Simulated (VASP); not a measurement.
Here is a VASP 6.6.1 calculation.

File INCAR:

```
SYSTEM = Na
ALGO = Normal
EDIFF = 1E-7
ENCUT = 520
GGA = PE
ISIF = 2
ISMEAR = -1
LASPH = .True.
LCHARG = .True.
LELF = .True.
LREAL = .False.
LVHAR = .True.
LWAVE = .False.
NBANDS = 14
NELM = 100
PREC = Accurate
SIGMA = 0.05
```

The input KPOINTS:

```
k-points
0
Gamma
  11 11 6
  0 0 0
```

The input POSCAR:

```
Na
1.0
    3.7670009976      0.0000000000      0.0000000000
   -1.8835004988      3.2623185600      0.0000000000
    0.0000000000      0.0000000000      6.1540000000
Na
2
Direct
    0.3545703863      0.6666666667      0.2500000000
    0.6666666667      0.3333333333      0.7500000000
```

Potentials or basis: VASP PAW PBE potentials, release 64 (Na_pv).

Command:

```sh
$ cat potpaw_PBE.64/Na_pv/POTCAR > POTCAR
$ mpirun -np 1 vasp_std > vasp.out
```

Q: Predict the band gap on the k mesh.

A: Zero (bands 7 and 8 overlap by 3.99 eV).

Q: What does it give for the largest force?

A: 0.010 eV/Å.

Q: Estimate the pressure.

A: -0.1 GPa.

Stress tensor (GPa, compression positive):
```
-0.23 -0.06  0.00
-0.06 -0.23  0.00
 0.00  0.00  0.05
```

Caveat: the cell differs from its parent crystal (0.0, 0.0] A).
